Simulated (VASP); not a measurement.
Write the native input for VASP 6.6.1 that does the following.

```yaml
Task: single point
Functional: LDA
Potentials_or_basis: VASP PAW LDA potentials, release 64 (Sr_sv, Ag, O)
Cutoff: 520 eV
k_mesh: 6 × 6 × 6
Occupations: methfessel-paxton, width 0.1 eV
Spin: no spin polarisation
Dipole_correction: no
Further_INCAR_settings: ALGO = Normal; EDIFF = 1e-06; NBANDS = 28
```

The structure of SrAgO3 lies in POSCAR:

```
SrAgO3
1.0
    4.1102480000      0.0000000000      0.0000000000
    0.0000000000      4.1102480000      0.0000000000
    0.0000000000      0.0000000000      4.1102480000
Sr Ag O
1 1 3
Direct
    0.0000000000      0.0000000000      0.0000000000
    0.5000000000      0.5000000000      0.5000000000
    0.5000000000      0.5000000000      0.0000000000
    0.5000000000      0.0000000000      0.5000000000
    0.0000000000      0.5000000000      0.5000000000
```

These files were run (other wordings do the same):

INCAR

```
SYSTEM = SrAgO3
PREC = Accurate
ENCUT = 520
EDIFF = 1E-6
ISMEAR = 1
SIGMA = 0.1
LREAL = .False.
LASPH = .True.
NELM = 80
ALGO = Normal
ISIF = 2
LWAVE = .False.
LCHARG = .False.
GGA = CA
NBANDS = 28
```

KPOINTS

```
regular mesh
0
Gamma
  6 6 6
  0 0 0
```

Potentials or basis: VASP PAW LDA potentials, release 64 (Sr_sv, Ag, O).

Launch:

```console
$ cat potpaw_LDA.64/Sr_sv/POTCAR potpaw_LDA.64/Ag/POTCAR potpaw_LDA.64/O/POTCAR > POTCAR
$ mpirun -np 1 vasp_std > vasp.out
```

Results of the run:

The pressure is -12.2 GPa.

Caveat: an odd number of electrons without spin polarisation forces a metal; a magnetic or distorted state may lie lower.

Run time: 26 s on 1 thread of AMD EPYC 7R43 64-Core Processor (Zen 3) (shared host), peak memory 0.14 GiB.
